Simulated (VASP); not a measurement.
Input of a VASP 6.6.1 run:

The input INCAR:

```
SYSTEM = GaN
PREC     = Accurate       ! precision mode
ENCUT    = 520            ! plane-wave cutoff, eV
EDIFF    = 1E-6           ! SCF threshold, eV
ISMEAR   = 0              ! smearing method
SIGMA    = 0.05           ! smearing width, eV
LREAL    = .FALSE.        ! projectors in reciprocal space
LASPH    = .TRUE.         ! aspherical terms in the spheres
NELM     = 60             ! most SCF steps
ALGO     = Normal         ! electronic algorithm
ISIF     = 2              ! what is computed and relaxed
LWAVE    = .FALSE.        ! write WAVECAR
LCHARG   = .TRUE.         ! write CHGCAR
GGA      = PE             ! functional
LELF     = .TRUE.         ! ELF
LVHAR    = .TRUE.       
NBANDS   = 16             ! bands
```

File KPOINTS:

```
regular mesh
0
G
  10 10 10
  0 0 0
```

POSCAR

```
GaN
1.0
    0.0000000000      2.2535006075      2.2535006075
    2.2535006075      0.0000000000      2.2535006075
    2.2535006075      2.2535006075      0.0000000000
Ga N
1 1
Direct
    0.0000000000      0.0000000000      0.0000000000
    0.7813781491      0.7186218509      0.7500000000
```

Potentials or basis: VASP PAW PBE potentials, release 64 (Ga_d, N).

Command:

```sh
$ cat potpaw_PBE.64/Ga_d/POTCAR potpaw_PBE.64/N/POTCAR > POTCAR
$ mpirun -np 1 vasp_std > vasp.out
```

Question: What does it give for the largest force?

Answer: 1.274 eV/Å.

Question: What does it give for the band gap on the k mesh?

Answer: 1.56 eV.

Stress tensor (GPa, compression positive):
```
 5.84 -1.30  4.30
-1.30  5.84 -4.30
 4.30 -4.30  6.53
```

Caveat: the cell differs from its parent crystal (all N atoms moved -0.100 Å, as atom 2 along Cartesian [1 -1 0]); the cell stands under pressure; forces of over 1 eV/Å act on the atoms, so gaps and moduli don't describe the material at rest.
